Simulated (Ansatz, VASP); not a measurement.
## ZnS in VASP and in Ansatz

POSCAR

```
ZnS
1.0
    0.0000000000      2.6402041149      2.7581630583
    2.6402041149      0.0000000000      2.7581630583
    2.6402041149      2.6402041149      0.0000000000
Zn S
1 1
Direct
    0.0000000000      0.0000000000      0.0000000000
    0.2500000000      0.2500000000      0.2500000000
```

INCAR.step1

```
  PREC = Accurate
  ENCUT = 520
  ISMEAR = 0
  SIGMA = 0.01
  LREAL = False
  LASPH = True
  NELM = 80
  NBANDS = 16
  GGA = PE
  ALGO = Normal
  EDIFF = 1E-4
  LWAVE = True
  LCHARG = False
```

File INCAR.step2:

```
  PREC = Accurate
  ENCUT = 520
  EDIFF = 1E-6
  ISMEAR = 0
  SIGMA = 0.01
  LREAL = False
  LASPH = True
  NELM = 80
  ALGO = Normal
  ISIF = 2
  LWAVE = False
  LCHARG = False
  METAGGA = R2SCAN
  LMIXTAU = True
  NBANDS = 16
  ISTART = 1
```

The input KPOINTS:

```
Automatic mesh
0
Gamma
  8 8 8
```

Input for Ansatz:

```yaml
crystal:
  lattice:
    - [0.0, 2.6402041149, 2.7581630583]
    - [2.6402041149, 0.0, 2.7581630583]
    - [2.6402041149, 2.6402041149, 0.0]
  atoms:
    - { symbol: Zn, position: [0.0, 0.0, 0.0] }
    - { symbol: S, position: [0.25, 0.25, 0.25] }
kpoints:
  mp_grid: { grid: [8, 8, 8] }
  band_path:
    path:
      - [0.0, 0.0, 0.0]
      - [-0.5, -0.5, 0.0]
      - [-0.375, -0.375, 0.25]
      - [-0.375, 0.0, 0.375]
      - [0.0, 0.0, 0.5]
      - [-0.5, -0.25, 0.25]
    npoints: 1
hamiltonian:
  xc: r2scan
scf:
  occupations: { method: fixed }
  n_extra_bands: 4
output:
  forces: true
  stress: true
  eigenvalues: true
```

Change from the starting cell: epitaxial_xy strain -2.0%.

Alike in both runs: task single point; functional r2SCAN; k mesh 8 × 8 × 8; no spin polarisation.

```csv
,VASP,Ansatz
version,VASP 6.6.1,Ansatz 0.2.0
potentials or method,"VASP PAW PBE potentials, release 64 (Zn, S)","plane waves, PAW"
plane-wave cutoff (eV),520,500
occupations,"gaussian, width 0.01 eV",fixed
valence electrons in the cell,18,18
```

```csv
,VASP,Ansatz,Ansatz less VASP
gap on the k mesh at the Fermi level (eV),2.73,2.72,-0.012
pressure (GPa),1.4,1.4,-0.03
"traceless stress, the component that is largest in VASP (GPa)",-1.35,-1.36,-0.012
```

VASP's potentials were made for PBE, not for r2SCAN.
